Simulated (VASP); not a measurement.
# Si2W (P6_222) in VASP: a series of runs

The runs below take Si2W through single point, with PBE.

All numbers are computed with VASP 6.6.1; they aren't measurements. Logs are shortened: lines on timing, memory, paths and dates and some standing lists are left out, and cuts for length are marked.

## Step 1: The cell of the first run

The structure is hexagonal, space group P6_222 (No. 180). The conventional cell has a = 4.566 Å, b = 4.566 Å, c = 6.788 Å, α = 90.00°, β = 90.00°, γ = 120.00°. Si (site symmetry 2) has 5 W at 2.56 to 2.67 Å and 9 Si at 2.56 to 3.31 Å within 3.4 Å. Within 3.4 Å of W (site symmetry 222) lie 10 Si at 2.56 to 2.67 Å and 4 W at 3.21 Å.

## Step 2: Single point, PBE

File INCAR:

```
PREC     = Accurate       # precision mode
ENCUT    = 520            # plane-wave cutoff, eV
EDIFF    = 1E-6           # SCF threshold, eV
ISMEAR   = 0              # smearing method
SIGMA    = 0.03           # smearing width, eV
LREAL    = False          # projectors in reciprocal space
LASPH    = True           # aspherical terms in the spheres
NELM     = 80             # most SCF steps
ALGO     = Normal         # electronic algorithm
ISIF     = 2              # what is computed and relaxed
LWAVE    = False          # write WAVECAR
LCHARG   = False          # write CHGCAR
GGA      = PE             # functional
NBANDS   = 43             # bands
```

File KPOINTS:

```
Automatic mesh
0
Gamma
  9 9 6
```

File POSCAR:

```
Si2W
1.0
    4.5661651910      0.0000000000      0.0000000000
   -2.2830825955      3.9544150533      0.0000000000
    0.0000000000      0.0000000000      6.7880611730
Si W
6 3
Direct
    0.8238313095      0.6476626189      0.5000000000
    0.1761686905      0.8238313095      0.8333333333
    0.6476626189      0.8238313095      0.1666666667
    0.1761686905      0.3523373811      0.5000000000
    0.8238313095      0.1761686905      0.8333333333
    0.3523373811      0.1761686905      0.1666666667
    0.0000000000      0.5000000000      0.1666666667
    0.5000000000      0.5000000000      0.8333333333
    0.5000000000      0.0000000000      0.5000000000
```

Potentials or basis: VASP PAW PBE potentials, release 64 (Si, W_sv).

Run with:

```sh
cat potpaw_PBE.64/Si/POTCAR potpaw_PBE.64/W_sv/POTCAR > POTCAR
mpirun -np 1 vasp_std > vasp.out
```

OUTCAR:

```text
PREC = Accurate
   ENCUT = 520
   EDIFF = 1E-6
   ISMEAR = 0
   LREAL = False
   LASPH = True
   NELM = 80
   ISIF = 2
   GGA = PE

 ion  position               nearest neighbor table
   1  0.824  0.648  0.500-   9 2.56   4 2.56   4 2.56   7 2.60   8 2.60   2 2.66   3 2.66   9 2.67
                             9 2.67   4 2.79   6 3.12   5 3.12
   2  0.176  0.824  0.833-   8 2.56   5 2.56   5 2.56   9 2.60   7 2.60   1 2.66   6 2.66   8 2.67
                             8 2.67   5 2.79   4 3.12   3 3.12
   3  0.648  0.824  0.167-   7 2.56   6 2.56   6 2.56   9 2.60   8 2.60   1 2.66   5 2.66   7 2.67
                             7 2.67   6 2.79   4 3.12   2 3.12
   4  0.176  0.352  0.500-   9 2.56   1 2.56   1 2.56   7 2.60   8 2.60   5 2.66   6 2.66   9 2.67
                             9 2.67   1 2.79   3 3.12   2 3.12
   5  0.824  0.176  0.833-   8 2.56   2 2.56   2 2.56   9 2.60   7 2.60   4 2.66   3 2.66   8 2.67
                             8 2.67   2 2.79   1 3.12   6 3.12
   6  0.352  0.176  0.167-   7 2.56   3 2.56   3 2.56   9 2.60   8 2.60   4 2.66   2 2.66   7 2.67
                             7 2.67   3 2.79   1 3.12   5 3.12
   7  0.000  0.500  0.167-   3 2.56   6 2.56   4 2.60   1 2.60   5 2.60   2 2.60   3 2.67   6 2.67
                             3 2.67   6 2.67   9 3.21   9 3.21   8 3.21   8 3.21
   8  0.500  0.500  0.833-   2 2.56   5 2.56   4 2.60   1 2.60   3 2.60   6 2.60   2 2.67   5 2.67
                             2 2.67   5 2.67   9 3.21   9 3.21   7 3.21   7 3.21
   9  0.500  0.000  0.500-   1 2.56   4 2.56   6 2.60   3 2.60   2 2.60   5 2.60   4 2.67   1 2.67
                             1 2.67   4 2.67   7 3.21   8 3.21   8 3.21   7 3.21

  LATTYP: Found a hexagonal cell.
 ALAT       =     4.5661651910
 C/A-ratio  =     1.4866000000

  Lattice vectors:

 A1 = (   4.5661651910,   0.0000000000,   0.0000000000)
 A2 = (  -2.2830825955,   3.9544150533,   0.0000000000)
 A3 = (   0.0000000000,   0.0000000000,   6.7880611730)

Analysis of symmetry for initial positions (statically):
=====================================================================
 Subroutine PRICEL returns:
 Original cell was already a primitive cell.

 Routine SETGRP: Setting up the symmetry group for a
 hexagonal supercell.

 Subroutine GETGRP returns: Found 12 space group operations
 (whereof  4 operations were pure point group operations)
 out of a pool of 24 trial point group operations.

The static configuration has the point symmetry D_2 .
 The point group associated with its full space group is D_6 .

Analysis of symmetry for dynamics (positions and initial velocities):
=====================================================================
 Subroutine PRICEL returns:
 Original cell was already a primitive cell.

 Routine SETGRP: Setting up the symmetry group for a
 hexagonal supercell.

 Subroutine GETGRP returns: Found 12 space group operations
 (whereof  4 operations were pure point group operations)
 out of a pool of 24 trial point group operations.

The dynamic configuration has the point symmetry D_2 .
 The point group associated with its full space group is D_6 .

 Subroutine INISYM returns: Found 12 space group operations
 (whereof  4 operations are pure point group operations),
 and found     1 'primitive' translations

----------------------------------------------------------------------------------------

                                     Primitive cell

  volume of cell :     122.5687

  direct lattice vectors                    reciprocal lattice vectors
     4.566165191  0.000000000  0.000000000     0.219002151  0.126440951  0.000000000
    -2.283082595  3.954415053  0.000000000     0.000000000  0.252881902  0.000000000
     0.000000000  0.000000000  6.788061173     0.000000000  0.000000000  0.147317470

  length of vectors
     4.566165191  4.566165191  6.788061173     0.252881902  0.252881902  0.147317470

  position of ions in fractional coordinates (direct lattice)
     0.823831310  0.647662619  0.500000000
     0.176168690  0.823831310  0.833333333
     0.647662619  0.823831310  0.166666667
     0.176168690  0.352337381  0.500000000
     0.823831310  0.176168690  0.833333333
     0.352337381  0.176168690  0.166666667
     0.000000000  0.500000000  0.166666667
     0.500000000  0.500000000  0.833333333
     0.500000000  0.000000000  0.500000000

  ion indices of the primitive-cell ions
   primitive index   ion index
                 1           1
                 2           2
                 3           3
                 4           4
                 5           5
                 6           6
                 7           7
                 8           8
                 9           9

----------------------------------------------------------------------------------------

 KPOINTS: Automatic mesh

Automatic generation of k-mesh.
 Grid dimensions read from file:
 generate k-points for:    9    9    6

 Generating k-lattice:

  Cartesian coordinates                     Fractional coordinates (reciprocal lattice)
     0.024333572  0.014048995  0.000000000     0.111111111  0.000000000  0.000000000
     0.000000000  0.028097989  0.000000000     0.000000000  0.111111111  0.000000000
     0.000000000  0.000000000  0.024552912     0.000000000  0.000000000  0.166666667

  Length of vectors
     0.028097989  0.028097989  0.024552912

  Shift w.r.t. Gamma in fractional coordinates (k-lattice)
     0.000000000  0.000000000  0.000000000

 Subroutine IBZKPT returns following result:
 ===========================================

 Found     48 irreducible k-points:

 Following reciprocal coordinates:
            Coordinates               Weight
  0.000000  0.000000  0.000000      1.000000
  0.111111  0.000000  0.000000      6.000000
  0.222222  0.000000  0.000000      6.000000
  0.333333  0.000000  0.000000      6.000000
  0.444444  0.000000  0.000000      6.000000
  0.111111  0.111111  0.000000      6.000000
[... 16 lines left out ...]
  0.333333  0.222222  0.166667     24.000000
  0.333333  0.333333  0.166667      4.000000
 [... further k-points ...]
   k-points           NKPTS =     48   k-points in BZ     NKDIM =     48   number of bands    NBANDS=     43
   number of dos      NEDOS =    301   number of ions     NIONS =      9
   total plane-waves  NPLWV =  64800
   dimension x,y,z NGX =    36 NGY =   36 NGZ =   50
   dimension x,y,z NGXF=    72 NGYF=   72 NGZF=  100
   ions per type =               6   3
   NGX,Y,Z   is equivalent  to a cutoff of  13.11, 13.11, 12.25 a.u.
   NGXF,Y,Z  is equivalent  to a cutoff of  26.21, 26.21, 24.49 a.u.
 SYSTEM =  unknown system
   PREC   = accura    normal or accurate (medium, high low for compatibility)
   ISTART =      0    job   : 0-new  1-cont  2-samecut
   ICHARG =      2    charge: 1-file 2-atom 10-const
   ISPIN  =      1    spin polarized calculation?
   LNONCOLLINEAR =      F non collinear calculations
   LSORBIT =      F    spin-orbit coupling
   LASPH  =      T    aspherical Exc in radial PAW
   ENCUT  =  520.0 eV  38.22 Ry    6.18 a.u.   8.49  8.49 12.62*2*pi/ulx,y,z
   NELM   =     80;   NELMIN=  2; NELMDL= -5     # of ELM steps
   EDIFF  = 0.1E-05   stopping-criterion for ELM
   LREAL  =      F    real-space projection
[... 7 lines left out ...]
   TEBEG  =    0.0;   TEEND  =   0.0 temperature during run
   PSTRESS=    0.0 pullay stress
   NELECT =      66.0000    total number of electrons
   NUPDOWN=      -1.0000    fix difference up-down
   EMIN   =  10.00;   EMAX   =-10.00  energy-range for DOS
   EFERMI =   0.00;   METHOD = LEGACY
   ISMEAR =     0;   SIGMA  =   0.03  broadening in eV -4-tet -1-fermi 0-gaus
   EFERMI_NEDOS =   21; number of points for ismear=-14 and -15
   IALGO  =     38    algorithm
   IMIX   =      4    mixing-type and parameters
     AMIX     =   0.40;   BMIX     =  1.00
     AMIX_MAG =   1.60;   BMIX_MAG =  1.00
  volume/ion in A,a.u.               =      13.62        91.90
  Fermi-wavevector in a.u.,A,eV,Ry     =   1.331873  2.516876 24.135194  1.773887
  Thomas-Fermi vector in A             =   2.460851
   LORBIT       =      0    0 simple, 1 ext, 2 COOP (PROOUT), +10 PAW based schemes
   GGA     = PE    functional components
   LHFCALC =     F    Hartree Fock is set to
   AEXX    =    0.0000 exact exchange contribution
   IVDW    =     0    specifies the selected vdW correction
   LEPSILON=     F    determine dielectric tensor
   LRPA    =     F    only Hartree local field effects (RPA)
 non-spin polarized calculation
 Gauss-broadening in eV      SIGMA  =   0.03
  energy-cutoff  :      520.00
  volume of cell :      122.57
 maximum number of plane-waves:      3338
 NGX is ok and might be reduce to    36
   NGX = 17   NGY = 17   NGZ = 25

 number of electron      66.0000000 magnetization

 Free energy of the ion-electron system (eV)
  ---------------------------------------------------
  ext. energy  EPLUGINS =         0.00000000
  ---------------------------------------------------
  free energy    TOTEN  =       -73.29980387 eV

  energy without entropy =      -73.29980387  energy(sigma->0) =      -73.29980387

 E-fermi :  12.2025     XC(G=0): -12.4708

 val. band max:       12.0021401882   @ k =   0.4444   0.0000   0.5000
 cond. band min:      12.3713981807   @ k =   0.4444   0.0000   0.0000
 fundamental gap:      0.3692579925
 Fermi energy:        12.2024506975

 k-point     1 :       0.0000    0.0000    0.0000
  band No.  band energies     occupation
      1     -61.9590      2.00000
      2     -61.9477      2.00000
      3     -61.9477      2.00000
      4     -26.3820      2.00000
      5     -26.3699      2.00000
      6     -26.3699      2.00000
[... 35 lines left out ...]
     42      15.1755      0.00000
     43      15.5343      0.00000

 k-point     2 :       0.1111    0.0000    0.0000
  band No.  band energies     occupation
      1     -61.9587      2.00000
      2     -61.9480      2.00000
      3     -61.9477      2.00000
      4     -26.3915      2.00000
      5     -26.3714      2.00000
      6     -26.3622      2.00000
[... 35 lines left out ...]
     42      15.5244      0.00000
     43      16.0299      0.00000

 k-point     3 :       0.2222    0.0000    0.0000
  band No.  band energies     occupation
      1     -61.9578      2.00000
      2     -61.9488      2.00000
      3     -61.9477      2.00000
      4     -26.4041      2.00000
      5     -26.3752      2.00000
      6     -26.3545      2.00000
[... 35 lines left out ...]
     42      15.8306      0.00000
     43      16.2751      0.00000

 k-point     4 :       0.3333    0.0000    0.0000
  band No.  band energies     occupation
      1     -61.9565      2.00000
      2     -61.9500      2.00000
      3     -61.9477      2.00000
      4     -26.4137      2.00000
      5     -26.3792      2.00000
      6     -26.3509      2.00000
[... 863 lines left out ...]
     42      15.3640      0.00000
     43      15.5902      0.00000

 k-point    23 :       0.3333    0.2222    0.1667
  band No.  band energies     occupation
      1     -61.9547      2.00000
      2     -61.9516      2.00000
      3     -61.9478      2.00000
      4     -26.4146      2.00000
      5     -26.3920      2.00000
      6     -26.3421      2.00000
[... 35 lines left out ...]
     42      15.3094      0.00000
     43      15.6761      0.00000

 k-point    24 :       0.3333    0.3333    0.1667
  band No.  band energies     occupation
      1     -61.9542      2.00000
      2     -61.9520      2.00000
      3     -61.9479      2.00000
      4     -26.4154      2.00000
      5     -26.3919      2.00000
      6     -26.3448      2.00000
[... 35 lines left out ...]
     42      15.0776      0.00000
     43      15.8755      0.00000

 [... further k-points ...]
[... 5 lines left out ...]
  --------------------------------------------------------------------------------------
  -------------------------------------------------------------------------------------
  Total        3.3173079      3.3173079     -2.6145678      0.0000000      0.0000000      0.0000000
  in kB       43.3627433     43.3627433    -34.1767589      0.0000000      0.0000000      0.0000000
  external PRESSURE =      17.5162425 kB  Pullay stress =       0.0000000 kB

 VOLUME and BASIS-vectors are now :
 -----------------------------------------------------------------------------
  energy-cutoff  :      520.00
  volume of cell :      122.57
      direct lattice vectors                 reciprocal lattice vectors
     4.566165191  0.000000000  0.000000000     0.219002151  0.126440951  0.000000000
    -2.283082595  3.954415053  0.000000000     0.000000000  0.252881902  0.000000000
     0.000000000  0.000000000  6.788061173     0.000000000  0.000000000  0.147317470

 POSITION                                       TOTAL-FORCE (eV/Angst)
 -----------------------------------------------------------------------------------
      2.28308      2.56113      3.39403        -0.000000      1.579409     -0.000000
     -1.07646      3.25777      5.65672        -1.367808      0.789704     -0.000000
      1.07646      3.25777      1.13134         1.367808      0.789704     -0.000000
     -0.00000      1.39329      3.39403         0.000000     -1.579409     -0.000000
      3.35954      0.69664      5.65672         1.367808     -0.789704     -0.000000
      1.20662      0.69664      1.13134        -1.367808     -0.789704     -0.000000
     -1.14154      1.97721      1.13134         0.000000     -0.000000      0.000000
      1.14154      1.97721      5.65672        -0.000000     -0.000000      0.000000
      2.28308      0.00000      3.39403        -0.000000     -0.000000     -0.000000
 -----------------------------------------------------------------------------------
    total drift:                               -0.000000     -0.000000      0.000000

  FREE ENERGIE OF THE ION-ELECTRON SYSTEM (eV)
  ---------------------------------------------------
  free  energy   TOTEN  =       -73.2998038734 eV

  energy  without entropy=      -73.2998038734  energy(sigma->0) =      -73.29980387
```

Wall time 2.9 min (1 thread of Intel Xeon Platinum 8488C (Sapphire Rapids), shared host); peak memory 0.36 GiB.

What came out:

```
Free energy            : -73.2998 eV
Pressure               : 1.8 GPa
Largest force          : 1.579 eV/Å
Band gap on the k mesh : 0.37 eV (least direct gap 0.84 eV)
```

Forces in eV/Å, atoms in the order of the input:
```
Si   0.000  1.579  0.000
Si  -1.368  0.790  0.000
Si   1.368  0.790  0.000
Si   0.000 -1.579  0.000
Si   1.368 -0.790  0.000
Si  -1.368 -0.790  0.000
W    0.000  0.000  0.000
W    0.000  0.000  0.000
W    0.000  0.000  0.000
```

Caveat: the stress differs along the axes, from -3 to 4 GPa; spin-orbit coupling is left out, which moves the levels of the heavy elements; forces of over 1 eV/Å act on the atoms, so gaps and moduli don't describe the material at rest. A k mesh can miss the band edges.

[end of part 1 of 2]

The gap in the log of VASP goes by the Fermi energy; the results here count the filled bands.